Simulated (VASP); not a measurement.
Write the native input for VASP 6.6.1 that does the following.

```
Task                   : relaxation of cell and atoms
Functional             : PBE
Potentials or basis    : VASP PAW PBE potentials, release 64 (Pt, Se)
Cutoff                 : 600 eV
k mesh                 : 10 × 10 × 7
Occupations            : fermi-dirac, width 0.1 eV
Spin                   : no spin polarisation
Dipole correction      : no
Further INCAR settings : ALGO = Normal; EDIFF = 1e-06; IBRION = 2; EDIFFG = -0.01; NSW = 60; ISIF = 3
```

The structure of PtSe2 (Sudovikovite) lies in POSCAR:

```
PtSe2
1.0
    3.7240000000      0.0000000000      0.0000000000
   -1.8620000000      3.2250786000      0.0000000000
    0.0000000000      0.0000000000      5.0620000000
Pt Se
1 2
Direct
    0.0000000000      0.0000000000      0.0000000000
    0.3333333300      0.6666666700      0.2500000000
    0.6666666700      0.3333333300      0.7500000000
```

These files were run (other wordings do the same):

INCAR

```
SYSTEM = PtSe2
PREC = Accurate
ENCUT = 600
EDIFF = 1E-6
ISMEAR = -1
SIGMA = 0.1
LREAL = .FALSE.
LASPH = .TRUE.
NELM = 100
ALGO = Normal
ISIF = 3
LWAVE = .FALSE.
LCHARG = .FALSE.
GGA = PE
IBRION = 2
NSW = 60
EDIFFG = -0.01
```

KPOINTS

```
regular mesh
0
G
  10 10 7
  0 0 0
```

Potentials or basis: VASP PAW PBE potentials, release 64 (Pt, Se).

Launch:

```bash
$ cat potpaw_PBE.64/Pt/POTCAR potpaw_PBE.64/Se/POTCAR > POTCAR
$ mpirun -np 1 vasp_std > vasp.out
```

It gave:

```yaml
Relaxed_volume: 25.52 Å³/atom
Relaxed_cell: a = 3.754 Å, b = 3.754 Å, c = 6.272 Å, α = 90.00°, β = 90.00°, γ = 120.00°
Space_group_after_relaxing_to_0.05_Å: P-3m1 (No. 164)
Energy_gained_by_relaxing: 34.3 meV/atom
Ionic_steps: 30
Pressure_after_relaxing: 0.0 GPa
Largest_force_after_relaxing: 0.005 eV/Å
Band_gap_on_the_k_mesh: 0.81 eV, indirect (least direct gap 1.06 eV)
```

Caveat: the volume moved by over 15 % at a fixed basis, so the end points are rough; spin-orbit coupling is left out, which moves the levels of the heavy elements; this functional lacks dispersion, which binds the layers, so the pressure and a relaxed spacing across them are unreliable; the volume moved by +26 % from the deposited cell, more than functionals usually miss.

It took 21 min on 1 thread of Intel Xeon 6975P-C, on a shared host, peak memory 0.28 GiB.
